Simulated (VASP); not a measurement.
A run of VASP 6.6.1 is set up as follows.

Contents of INCAR:

```
SYSTEM = TaTe
PREC = Accurate
ENCUT = 520
EDIFF = 1E-7
ISMEAR = 0
SIGMA = 0.05
LREAL = .FALSE.
LASPH = .TRUE.
NELM = 150
ALGO = Normal
ISIF = 2
LWAVE = .FALSE.
LCHARG = .FALSE.
ISPIN = 2
MAGMOM = 2 0
LORBIT = 11
LMAXMIX = 4
GGA = PE
NBANDS = 20
```

KPOINTS

```
regular mesh
0
G
  10 10 10
  0 0 0
```

POSCAR

```
TaTe
1.0
    0.0000000000      2.8479472292      2.8479472292
    2.8479472292      0.0000000000      2.8479472292
    2.8479472292      2.8479472292      0.0000000000
Ta Te
1 1
Direct
    0.5000000000      0.5000000000      0.5000000000
    0.0000000000      0.0000000000      0.0000000000
```

Potentials or basis: VASP PAW PBE potentials, release 64 (Ta_pv, Te).

The run is started by

```sh
$ cat potpaw_PBE.64/Ta_pv/POTCAR potpaw_PBE.64/Te/POTCAR > POTCAR
$ mpirun -np 1 vasp_std > vasp.out
```

**Question.** Predict the site moments.

**Answer.** Ta +0.12; Te +0.00 μB.

**Question.** What does it give for the pressure?

**Answer.** 0.0 GPa.

**Question.** Estimate the net moment.

**Answer.** 0.17 μB per cell.
